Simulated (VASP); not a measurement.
Wanted: the native input for a VASP 6.6.1 run.

- Task: single point
- Functional: PBE
- Potentials or basis: VASP PAW PBE potentials, release 64 (Ca_sv, Se)
- Cutoff: 520 eV
- k mesh: 6 × 6 × 4
- Occupations: gaussian, width 0.01 eV
- Spin: no spin polarisation
- Dipole correction: no
- Further INCAR settings: ALGO = Normal; EDIFF = 1e-06; NBANDS = 24

The structure of CaSe lies in POSCAR:

```
CaSe
1.0
    4.2311964043      0.0000000000      0.0000000000
   -2.1155982022      3.6643235746      0.0000000000
    0.0000000000      0.0000000000      7.3402632740
Ca Se
2 2
Direct
    0.0000000000      0.0000000000      0.0000000000
    0.0000000000      0.0000000000      0.5000000000
    0.3333333333      0.6666666667      0.2500000000
    0.6666666667      0.3333333333      0.7500000000
```

This cell differs from its parent crystal: volume changed by +6%.

One way to write it, as run:

INCAR

```
SYSTEM = CaSe
PREC = Accurate
ENCUT = 520
EDIFF = 1E-6
ISMEAR = 0
SIGMA = 0.01
LREAL = .False.
LASPH = .True.
NELM = 60
ALGO = Normal
ISIF = 2
LWAVE = .False.
LCHARG = .False.
GGA = PE
NBANDS = 24
```

KPOINTS

```
regular mesh
0
Gamma
  6 6 4
  0 0 0
```

Potentials or basis: VASP PAW PBE potentials, release 64 (Ca_sv, Se).

Command:

```sh
$ cat potpaw_PBE.64/Ca_sv/POTCAR potpaw_PBE.64/Se/POTCAR > POTCAR
$ mpirun -np 1 vasp_std > vasp.out
```

It gave:

```json
{
  "Pressure": "-2.4 GPa",
  "Band gap on the k mesh": "2.30 eV, indirect (least direct gap 2.49 eV)"
}
```

Run time: 51 s on 1 thread of Intel Xeon 6975P-C (shared host), peak memory 0.25 GiB.
